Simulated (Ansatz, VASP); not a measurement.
Two plane-wave programs on SrBr2

Contents of INCAR:

```
SYSTEM = SrBr2
PREC = Accurate
ENCUT = 600
EDIFF = 1E-6
ISMEAR = -1
SIGMA = 0.03
LREAL = .False.
LASPH = .True.
NELM = 80
ALGO = Normal
ISIF = 3
LWAVE = .False.
LCHARG = .False.
GGA = CA
IBRION = 2
NSW = 100
EDIFFG = -0.005
```

Contents of KPOINTS:

```
regular mesh
0
Gamma
  10 10 5
  0 0 0
```

Contents of POSCAR:

```
SrBr2
1.0
    3.8991949978      0.0000000000      0.0000000000
   -1.9495974989      3.3768019224      0.0000000000
    0.0000000000      0.0000000000      7.6034302457
Sr Br
1 2
Direct
    0.0000000000      0.0000000000      0.0000000000
    0.3333333333      0.6666666667      0.2500000000
    0.3333333333      0.6666666667      0.7500000000
```

Input for Ansatz:

```yaml
crystal:
  lattice:
    - [3.8991949978, 0.0, 0.0]
    - [-1.9495974989, 3.3768019224, 0.0]
    - [0.0, 0.0, 7.6034302457]
  atoms:
    - { symbol: Sr, position: [0.0, 0.0, 0.0] }
    - { symbol: Br, position: [0.3333333333, 0.6666666667, 0.25] }
    - { symbol: Br, position: [0.3333333333, 0.6666666667, 0.75] }
kpoints:
  mp_grid: { grid: [10, 10, 5] }
scf:
  occupations: { method: fermi_dirac, width: 0.03 }
hamiltonian:
  xc: lda
  pseudopotentials: { kind: paw }
output:
  forces: true
  stress: true
relax:
  f_tol: 0.005
  max_steps: 80
  cell: {}
```

Alike in both runs: task relaxation of cell and atoms; functional LDA; k mesh 10 × 10 × 5; occupations fermi-dirac, width 0.03 eV; no spin polarisation.

|  | VASP | Ansatz |
| --- | --- | --- |
| version | VASP 6.6.1 | Ansatz 0.2.0 |
| potentials or method | VASP PAW LDA potentials, release 64 (Sr_sv, Br) | PAW with Ansatz's default frozen-core files, scalar-relativistic |
| plane-wave cutoff (eV) | 600 | 420 |
| valence electrons in the cell | 24 | 24 |

|  | VASP | Ansatz | Ansatz less VASP |
| --- | --- | --- | --- |
| relaxed volume (Å³/atom) | 37.31 | 37.15 | -0.152 |
| relaxed cell length with the largest relative difference (Å) | 4.209 | 4.202 | -0.0073 |

LDA's correlation is that of Perdew and Zunger in VASP and of Perdew and Wang (1992) in Ansatz.
